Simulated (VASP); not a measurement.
Crystal: CdSe.

```
Cd Se
1.0
     0.00000    3.06778    3.06778
     3.06778    0.00000    3.06778
     3.06778    3.06778    0.00000
Cd Se
1 1
Cartesian
  0.0000 0.0000 0.0000
  1.5339 1.5339 1.5339
```

Base run:

- Program: VASP 6.6.1
- Functional: r2SCAN
- Potentials or basis: VASP PAW PBE potentials, release 64 (Cd, Se)
- Cutoff: 520 eV
- k mesh: 6 × 6 × 6
- Occupations: gaussian, width 0.01 eV
- Spin: no spin polarisation

Its results: band gap on the k mesh 1.03 eV; pressure 0.2 GPa.

**Question.** After a change of settings the same cell gave: band gap on the k mesh 1.50 eV; pressure 0.5 GPa. Which change was it?
A. occupations from gaussian, width 0.01 eV to fermi-dirac, width 0.05 eV
B. functional from r2SCAN to PBE-based screened hybrid with 10 % exact exchange; k mesh from 6 × 6 × 6 to 4 × 4 × 4
C. functional from r2SCAN to HSE06; k mesh from 6 × 6 × 6 to 4 × 4 × 4
D. occupations from gaussian, width 0.01 eV to fermi-dirac, width 0.5 eV; further incar settings from ALGO = Normal; EDIFF = 1e-06; NBANDS = 16 to ALGO = Normal; EDIFF = 1e-07; NBANDS = 16

**Answer.** C.

Caveats: some runs use coarse meshes; the structure was generated, so it needn't be the stable form of CdSe; the PAW data sets were made with another functional, which shifts forces and pressure a little.
